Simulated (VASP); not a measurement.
LiSi16 (a cell with a defect): single point with LDA

The system is LiSi16 (a cell with a defect).

```
Si Li
1.0
     0.00000    5.43000    5.43000
     5.43000    0.00000    5.43000
     5.43000    5.43000    0.00000
Si Li
16 1
Direct
  0.00266 0.99331 0.00286
  0.12418 0.12694 0.12431
  0.00296 0.00888 0.49797
  0.13407 0.12990 0.61923
  0.99116 0.50214 0.99132
  0.11464 0.62561 0.11488
  0.00269 0.51357 0.48261
  0.12416 0.63521 0.61614
  0.49782 0.00887 0.00313
  0.61902 0.12991 0.13428
  0.50605 0.01700 0.50625
  0.63028 0.14125 0.63045
  0.48238 0.51356 0.00290
  0.61597 0.63520 0.12429
  0.49784 0.51393 0.49798
  0.61900 0.64497 0.61922
  0.84560 0.35644 0.84588
```

```json
{"Program": "VASP 6.6.1", "Task": "single point", "Functional": "LDA", "Potentials or basis": "VASP PAW LDA potentials, release 64 (Si, Li_sv)", "Cutoff": "520 eV", "k mesh": "2 × 2 × 2", "Occupations": "gaussian, width 0.02 eV", "Spin": "no spin polarisation"}
```

The largest force is 0.690 eV/Å.

Forces in eV/Å, atoms in the order of the input:
```
Si  -0.034 -0.036 -0.033
Si  -0.025 -0.013 -0.026
Si  -0.009 -0.029 -0.033
Si   0.012 -0.043 -0.038
Si   0.005  0.002  0.004
Si  -0.008 -0.005 -0.008
Si  -0.027 -0.031 -0.039
Si  -0.026 -0.025 -0.016
Si  -0.033 -0.030 -0.010
Si  -0.039 -0.043  0.012
Si  -0.047 -0.045 -0.048
Si  -0.043 -0.048 -0.042
Si  -0.038 -0.031 -0.027
Si  -0.015 -0.023 -0.026
Si  -0.029 -0.009 -0.030
Si  -0.042  0.012 -0.041
Li   0.398  0.397  0.400
```

Levels at points of the mesh, in eV from the Fermi level:
```csv
k point,band 29,band 30,band 31,band 32,band 33,band 34,band 35,band 36,band 37,band 38
"(0.00, 0.00, 0.00)",-1.26,-1.18,-0.16,-0.10,-0.10,0.27,0.42,0.42,0.50,0.50
"(0.50, 0.00, 0.00)",-2.23,-0.94,-0.93,-0.87,-0.83,0.95,1.10,1.25,1.29,1.37
"(0.00, 0.50, 0.00)",-2.23,-0.94,-0.93,-0.87,-0.84,0.95,1.10,1.25,1.29,1.36
"(0.00, 0.00, 0.50)",-2.23,-0.94,-0.93,-0.87,-0.83,0.95,1.10,1.25,1.29,1.37
"(0.50, 0.50, 0.50)",-2.13,-0.91,-0.91,-0.83,-0.83,1.05,1.08,1.08,1.48,1.48
"(0.50, 0.50, 0.00)",-2.00,-1.50,-1.49,-1.42,-1.37,0.83,0.93,1.98,2.08,2.16
"(0.00, 0.50, 0.50)",-2.00,-1.50,-1.49,-1.42,-1.37,0.83,0.93,1.98,2.08,2.16
"(0.50, 0.00, 0.50)",-2.00,-1.50,-1.49,-1.42,-1.37,0.83,0.93,1.98,2.08,2.16
```

Run time: 3.9 min on 1 thread of Intel(R) Xeon(R) Platinum 8259CL CPU @ 2.50GHz (Skylake/Cascade Lake) (shared host), peak memory 0.39 GiB.

Caveat: the k points lie up to 0.50 Å⁻¹ apart; the cell carries a net charge on a neutralising background, which shifts energy and pressure; the cell is charged against a uniform background, so pressure and absolute levels hang on convention.
